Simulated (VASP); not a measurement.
# Si4C5 in VASP: further runs

Si4C5 is run at these levels: LDA; tasks: single point.

Everything below comes from runs of VASP 6.6.1. Logs are shortened: lines on timing, memory, paths and dates and some standing lists are left out, and cuts for length are marked.

## Step 1: The cell of the first run

The cell holds a slab with vacuum, 9 atoms: a = 3.056 Å, b = 3.056 Å, c = 23.638 Å, α = 90.00°, β = 90.00°, γ = 120.00°.

## Step 2: Single point, LDA, collinear spin

Contents of INCAR:

```
PREC = Accurate
ENCUT = 520
EDIFF = 1E-6
ISMEAR = 0
SIGMA = 0.05
LREAL = False
LASPH = True
NELM = 150
ALGO = Normal
ISIF = 2
LWAVE = False
LCHARG = False
ISPIN = 2
MAGMOM = 0 0 0 0 2 0 0 0 0
LORBIT = 11
LDIPOL = True
IDIPOL = 3
DIPOL = 0.5 0.5 0.365
NBANDS = 32
```

Contents of KPOINTS:

```
Automatic mesh
0
Gamma
  9 9 1
```

Contents of POSCAR:

```
Si4C5
1.0
    3.0563072983      0.0000000000      0.0000000000
   -1.5281536492      2.6468397621      0.0000000000
    0.0000000000      0.0000000000     23.6378374631
C Si
5 4
Direct
    0.3333333333      0.6666666666      0.1692202176
    0.6666666667      0.3333333333      0.2753282571
    0.3333333333      0.6666666666      0.3826369403
    0.6666666667      0.3333333333      0.4898183375
    0.3333333333      1.1666666666      0.5526041312
    0.6666666667      0.3333333333      0.1955786881
    0.3333333333      0.6666666666      0.3016867276
    0.6666666667      0.3333333333      0.4074705945
    0.3333333333      0.6666666666      0.5134918743
```

Potentials or basis: VASP PAW LDA potentials, release 64 (C, Si).

On the command line:

```bash
$ cat potpaw_LDA.64/C/POTCAR potpaw_LDA.64/Si/POTCAR > POTCAR
$ mpirun -np 1 vasp_std > vasp.out
```

OUTCAR:

```text
PREC = Accurate
   ENCUT = 520
   EDIFF = 1E-6
   ISMEAR = 0
   LREAL = False
   LASPH = True
   NELM = 150
   ISIF = 2
   ISPIN = 2
   LORBIT = 11

 ion  position               nearest neighbor table
   1  0.333  0.667  0.169-   6 1.87   6 1.87   6 1.87
   2  0.667  0.333  0.275-   7 1.87   7 1.87   7 1.87   6 1.89
   3  0.333  0.667  0.383-   8 1.86   8 1.86   8 1.86   7 1.91
   4  0.667  0.333  0.490-   5 1.73   9 1.85   9 1.85   9 1.85   8 1.95
   5  0.333  0.167  0.553-   4 1.73   9 1.79   9 1.79
   6  0.667  0.333  0.196-   1 1.87   1 1.87   1 1.87   2 1.89   7 3.07   7 3.07   7 3.07
   7  0.333  0.667  0.302-   2 1.87   2 1.87   2 1.87   3 1.91   8 3.06   8 3.06   8 3.06   6 3.07
                             6 3.07   6 3.07
   8  0.667  0.333  0.407-   3 1.86   3 1.86   3 1.86   4 1.95   7 3.06   7 3.06   7 3.06   9 3.07
                             9 3.07   9 3.07
   9  0.333  0.667  0.513-   5 1.79   5 1.79   4 1.85   4 1.85   4 1.85   8 3.07   8 3.07   8 3.07

  LATTYP: Found a hexagonal cell.
 ALAT       =     3.0563072983
 C/A-ratio  =     7.7341167481

  Lattice vectors:

 A1 = (   3.0563072983,   0.0000000000,   0.0000000000)
 A2 = (  -1.5281536492,   2.6468397621,   0.0000000000)
 A3 = (   0.0000000000,   0.0000000000,  23.6378374631)

Analysis of symmetry for initial positions (statically):
=====================================================================
 Subroutine PRICEL returns:
 Original cell was already a primitive cell.

 Routine SETGRP: Setting up the symmetry group for a
 hexagonal supercell.

 Subroutine GETGRP returns: Found  2 space group operations
 (whereof  2 operations were pure point group operations)
 out of a pool of 24 trial point group operations.

The static configuration has the point symmetry C_1h.

Analysis of symmetry for dynamics (positions and initial velocities):
=====================================================================
 Subroutine PRICEL returns:
 Original cell was already a primitive cell.

 Routine SETGRP: Setting up the symmetry group for a
 hexagonal supercell.

 Subroutine GETGRP returns: Found  2 space group operations
 (whereof  2 operations were pure point group operations)
 out of a pool of 24 trial point group operations.

The dynamic configuration has the point symmetry C_1h.

Analysis of structural, dynamic, and magnetic symmetry:
=====================================================================
 Subroutine PRICEL returns:
 Original cell was already a primitive cell.

 Routine SETGRP: Setting up the symmetry group for a
 hexagonal supercell.

 Subroutine GETGRP returns: Found  2 space group operations
 (whereof  2 operations were pure point group operations)
 out of a pool of 24 trial point group operations.

The overall configuration has the point symmetry C_1h.

 Subroutine INISYM returns: Found  2 space group operations
 (whereof  2 operations are pure point group operations),
 and found     1 'primitive' translations

----------------------------------------------------------------------------------------

                                     Primitive cell

  volume of cell :     191.2196

  direct lattice vectors                    reciprocal lattice vectors
     3.056307298  0.000000000  0.000000000     0.327192230  0.188904522  0.000000000
    -1.528153649  2.646839762  0.000000000     0.000000000  0.377809044  0.000000000
     0.000000000  0.000000000 23.637837463     0.000000000  0.000000000  0.042305054

  length of vectors
     3.056307298  3.056307298 23.637837463     0.377809044  0.377809044  0.042305054

  position of ions in fractional coordinates (direct lattice)
     0.333333333  0.666666667  0.169220218
     0.666666667  0.333333333  0.275328257
     0.333333333  0.666666667  0.382636940
     0.666666667  0.333333333  0.489818337
     0.333333333  0.166666667  0.552604131
     0.666666667  0.333333333  0.195578688
     0.333333333  0.666666667  0.301686728
     0.666666667  0.333333333  0.407470594
     0.333333333  0.666666667  0.513491874

  ion indices of the primitive-cell ions
   primitive index   ion index
                 1           1
                 2           2
                 3           3
                 4           4
                 5           5
                 6           6
                 7           7
                 8           8
                 9           9

----------------------------------------------------------------------------------------

 KPOINTS: Automatic mesh

Automatic generation of k-mesh.
 Grid dimensions read from file:
 generate k-points for:    9    9    1

 Generating k-lattice:

  Cartesian coordinates                     Fractional coordinates (reciprocal lattice)
     0.036354692  0.020989391  0.000000000     0.111111111 -0.000000000  0.000000000
     0.000000000  0.041978783  0.000000000     0.000000000  0.111111111  0.000000000
     0.000000000  0.000000000  0.042305054     0.000000000  0.000000000  1.000000000

  Length of vectors
     0.041978783  0.041978783  0.042305054

  Shift w.r.t. Gamma in fractional coordinates (k-lattice)
     0.000000000  0.000000000  0.000000000

 Subroutine IBZKPT returns following result:
 ===========================================

 Found     25 irreducible k-points:

 Following reciprocal coordinates:
            Coordinates               Weight
  0.000000  0.000000  0.000000      1.000000
  0.111111 -0.000000  0.000000      2.000000
  0.000000  0.111111  0.000000      4.000000
  0.222222  0.000000  0.000000      2.000000
  0.000000  0.222222  0.000000      4.000000
  0.333333  0.000000  0.000000      2.000000
[... 16 lines left out ...]
 -0.222222 -0.444444  0.000000      4.000000
  0.444444  0.333333  0.000000      4.000000
   k-points           NKPTS =     25   k-points in BZ     NKDIM =     25   number of bands    NBANDS=     32
   number of dos      NEDOS =    301   number of ions     NIONS =      9
   total plane-waves  NPLWV = 103680
   dimension x,y,z NGX =    24 NGY =   24 NGZ =  180
   dimension x,y,z NGXF=    48 NGYF=   48 NGZF=  360
   ions per type =               5   4
   NGX,Y,Z   is equivalent  to a cutoff of  13.05, 13.05, 12.66 a.u.
   NGXF,Y,Z  is equivalent  to a cutoff of  26.11, 26.11, 25.32 a.u.
 SYSTEM =  unknown system
   PREC   = accura    normal or accurate (medium, high low for compatibility)
   ISTART =      0    job   : 0-new  1-cont  2-samecut
   ICHARG =      2    charge: 1-file 2-atom 10-const
   ISPIN  =      2    spin polarized calculation?
   LNONCOLLINEAR =      F non collinear calculations
   LSORBIT =      F    spin-orbit coupling
   LASPH  =      T    aspherical Exc in radial PAW
   ENCUT  =  520.0 eV  38.22 Ry    6.18 a.u.   5.68  5.68 43.95*2*pi/ulx,y,z
   NELM   =    150;   NELMIN=  2; NELMDL= -5     # of ELM steps
   EDIFF  = 0.1E-05   stopping-criterion for ELM
   LREAL  =      F    real-space projection
   EDIFFG = 0.1E-04   stopping-criterion for IOM
   NSW    =      0    number of steps for IOM
   IBRION =     -1    ionic relax: 0-MD 1-quasi-New 2-CG
   NFREE  =      0    steps in history (QN), initial steepest desc. (CG)
   ISIF   =      2    stress and relaxation
   ISYM   =      2    0-nonsym 1-usesym 2-fastsym
   POTIM  = 0.5000    time-step for ionic-motion
   TEBEG  =    0.0;   TEEND  =   0.0 temperature during run
   PSTRESS=    0.0 pullay stress
   NELECT =      36.0000    total number of electrons
   NUPDOWN=      -1.0000    fix difference up-down
   EMIN   =  10.00;   EMAX   =-10.00  energy-range for DOS
   EFERMI =   0.00;   METHOD = LEGACY
   ISMEAR =     0;   SIGMA  =   0.05  broadening in eV -4-tet -1-fermi 0-gaus
   EFERMI_NEDOS =   21; number of points for ismear=-14 and -15
   IALGO  =     38    algorithm
   IMIX   =      4    mixing-type and parameters
     AMIX     =   0.40;   BMIX     =  1.00
     AMIX_MAG =   1.60;   BMIX_MAG =  1.00
  volume/ion in A,a.u.               =      21.25       143.38
  Fermi-wavevector in a.u.,A,eV,Ry     =   0.938278  1.773088 11.978101  0.880366
  Thomas-Fermi vector in A             =   2.065474
   LORBIT       =     11    0 simple, 1 ext, 2 COOP (PROOUT), +10 PAW based schemes
   GGA     = CA    functional components
   LHFCALC =     F    Hartree Fock is set to
   AEXX    =    0.0000 exact exchange contribution
   IVDW    =     0    specifies the selected vdW correction
   LEPSILON=     F    determine dielectric tensor
   LRPA    =     F    only Hartree local field effects (RPA)
 spin polarized calculation
 Gauss-broadening in eV      SIGMA  =   0.05
  energy-cutoff  :      520.00
  volume of cell :      191.22
 maximum number of plane-waves:      5187
   NGX = 11   NGY = 11   NGZ = 87

 number of electron      35.9999997 magnetization       0.0084739

 dipolmoment           0.000000      0.000000     -0.003567 electrons x Angstroem

 number of electron      35.9999997 magnetization      -0.1482377

 dipolmoment           0.000000      0.000000      0.003743 electrons x Angstroem

 Free energy of the ion-electron system (eV)
  ---------------------------------------------------
  ext. energy  EPLUGINS =         0.00000000
  ---------------------------------------------------
  free energy    TOTEN  =       -68.55086478 eV

  energy without entropy =      -68.54938067  energy(sigma->0) =      -68.55012272

 E-fermi :   0.6441     XC(G=0):  -5.9951

 val. band max:        0.5937323286   @ k =   0.1111  -0.0000   0.0000
 cond. band min:       0.6621694070   @ k =   0.4444   0.0000   0.0000
 fundamental gap:      0.0684370784
 Fermi energy:         0.6441480185

 spin component 1

 k-point     1 :       0.0000    0.0000    0.0000
  band No.  band energies     occupation
      1     -17.1137      1.00000
      2     -15.5180      1.00000
      3     -14.1861      1.00000
      4     -12.1191      1.00000
      5     -10.0835      1.00000
      6      -6.9590      1.00000
[... 781 lines left out ...]
     29       9.0028      0.00000
     30       9.4469      0.00000

 [... further k-points ...]

 spin component 2

 k-point     1 :       0.0000    0.0000    0.0000
  band No.  band energies     occupation
      1     -16.8947      1.00000
      2     -15.5411      1.00000
      3     -14.2758      1.00000
      4     -12.4135      1.00000
      5      -9.9100      1.00000
      6      -7.0248      1.00000
[... 781 lines left out ...]
     29       9.0598      0.00000
     30       9.3379      0.00000

 [... further k-points ...]

 [bands above 30 left out]

------------------------ aborting loop because EDIFF is reached ----------------------------------------

 vacuum level on the upper side and lower side of the slab       (xc-potential included)         0.033        -0.049

  FORCE on cell =-STRESS in cart. coord.  units (eV):
  Direction    XX          YY          ZZ          XY          YZ          ZX
  --------------------------------------------------------------------------------------
  -------------------------------------------------------------------------------------
  Total        3.7156727      6.0674972     -0.8800656     -2.0367398      0.6290594      1.0895627
  in kB       31.1326166     50.8379180     -7.3738314    -17.0652916      5.2707189      9.1291509
  external PRESSURE =      24.8655677 kB  Pullay stress =       0.0000000 kB

 VOLUME and BASIS-vectors are now :
 -----------------------------------------------------------------------------
  energy-cutoff  :      520.00
  volume of cell :      191.22
      direct lattice vectors                 reciprocal lattice vectors
     3.056307298  0.000000000  0.000000000     0.327192230  0.188904522  0.000000000
    -1.528153649  2.646839762  0.000000000     0.000000000  0.377809044  0.000000000
     0.000000000  0.000000000 23.637837463     0.000000000  0.000000000  0.042305054

 POSITION                                       TOTAL-FORCE (eV/Angst)
 -----------------------------------------------------------------------------------
     -0.00000      1.76456      4.00000         0.001418      0.000819      2.500639
      1.52815      0.88228      6.50816         0.005223      0.003015      0.963170
     -0.00000      1.76456      9.04471        -0.075150     -0.043388     -0.323390
      1.52815      0.88228     11.57825         0.815932      0.471079     -2.474997
      0.76408      0.44114     13.06237         0.411549      0.237608      0.040465
      1.52815      0.88228      4.62306         0.000760      0.000439     -2.939199
     -0.00000      1.76456      7.13122        -0.042024     -0.024263     -0.457638
      1.52815      0.88228      9.63172        -0.306496     -0.176956      0.744459
     -0.00000      1.76456     12.13784        -0.811212     -0.468354      1.946492
 -----------------------------------------------------------------------------------
    total drift:                               -0.000079     -0.000045     -0.000023

  FREE ENERGIE OF THE ION-ELECTRON SYSTEM (eV)
  ---------------------------------------------------
  free  energy   TOTEN  =       -68.5508647763 eV

  energy  without entropy=      -68.5493806717  energy(sigma->0) =      -68.55012272

 vacuum level on the upper side and lower side of the slab         7.078         6.995

 total charge

# of ion       s       p       d       tot
------------------------------------------
    1        0.858   1.555   0.000   2.413
    2        0.838   1.716   0.000   2.554
    3        0.835   1.726   0.000   2.561
    4        0.846   1.718   0.000   2.565
    5        0.947   1.429   0.000   2.376
    6        0.715   0.998   0.000   1.713
    7        0.715   0.982   0.000   1.698
    8        0.717   0.966   0.000   1.683
    9        0.696   1.063   0.000   1.759
--------------------------------------------------
tot          7.169  12.153   0.000  19.322

 magnetization (x)

# of ion       s       p       d       tot
------------------------------------------
    1       -0.042  -0.313   0.000  -0.355
    2       -0.007  -0.046   0.000  -0.053
    3        0.000  -0.002   0.000  -0.002
    4        0.003   0.046   0.000   0.048
    5        0.020   0.282   0.000   0.301
    6        0.002   0.003   0.000   0.005
    7       -0.003  -0.003   0.000  -0.006
    8        0.001   0.005   0.000   0.005
    9        0.004   0.014   0.000   0.018
--------------------------------------------------
tot         -0.023  -0.016   0.000  -0.039
```

It took 13 min on 1 thread of Oxide Virtual Turin-like, shared host; peak memory 0.36 GiB.

Results:

```
Free energy                                           : -68.5509 eV
Largest force                                         : 2.939 eV/Å
Net moment                                            : -0.15 μB per cell
Site moments                                          : C -0.35, -0.05, -0.00, +0.05, +0.30; Si +0.01, -0.01, +0.02 (each value once) μB
Valence electrons inside the program's atomic spheres : C 2.41, 2.55, 2.56, 2.38 (each value once); Si 1.71, 1.70, 1.68, 1.76
```

Forces in eV/Å, atoms in the order of the input:
```
C    0.001  0.001  2.501
C    0.005  0.003  0.963
C   -0.075 -0.043 -0.323
C    0.816  0.471 -2.475
C    0.412  0.238  0.040
Si   0.001  0.000 -2.939
Si  -0.042 -0.024 -0.458
Si  -0.306 -0.177  0.744
Si  -0.811 -0.468  1.946
```

[end of part 1 of 2]
